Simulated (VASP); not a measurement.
A run of VASP 6.6.1 is set up as follows.

File INCAR:

```
SYSTEM = Te
PREC = Accurate ; ENCUT = 520
EDIFF = 1E-6 ; ISMEAR = -1
SIGMA = 0.1 ; LREAL = .FALSE.
LASPH = .TRUE. ; NELM = 60
ALGO = Normal ; ISIF = 2
LWAVE = .FALSE. ; LCHARG = .FALSE.
GGA = PE ; NBANDS = 16
```

KPOINTS

```
Automatic mesh
0
G
  5 5 4
  0 0 0
```

Contents of POSCAR:

```
Te
1.0
    4.7130170000      0.0000000000      0.0000000000
   -2.3565090000      4.0815940000      0.0000000000
    0.0000000000      0.0000000000      5.3496200000
Te
3
Direct
    0.2254000000      0.0000000000      0.3333300000
    0.0000000000      0.2254000000      0.6666600000
    0.7746000000      0.7746000000      0.0000000000
```

Potentials or basis: VASP PAW PBE potentials, release 64 (Te).

The run is started by

```sh
$ cat potpaw_PBE.64/Te/POTCAR > POTCAR
$ mpirun -np 1 vasp_std > vasp.out
```

Problem. Predict the band gap on the k mesh.

Solution. 0.85 eV (least direct gap 1.24 eV).

Problem. Predict the largest force.

Solution. 3.427 eV/Å.

Problem. Estimate the pressure.

Solution. 13.4 GPa.

Stress tensor (GPa, compression positive):
```
10.50  0.00  0.00
 0.00 10.50  0.00
 0.00  0.00 19.11
```

Caveat: the stress differs along the axes, from 10 to 19 GPa; spin-orbit coupling is left out, which moves the levels of the heavy elements; forces of over 1 eV/Å act on the atoms, so gaps and moduli don't describe the material at rest. A k mesh can miss the band edges.
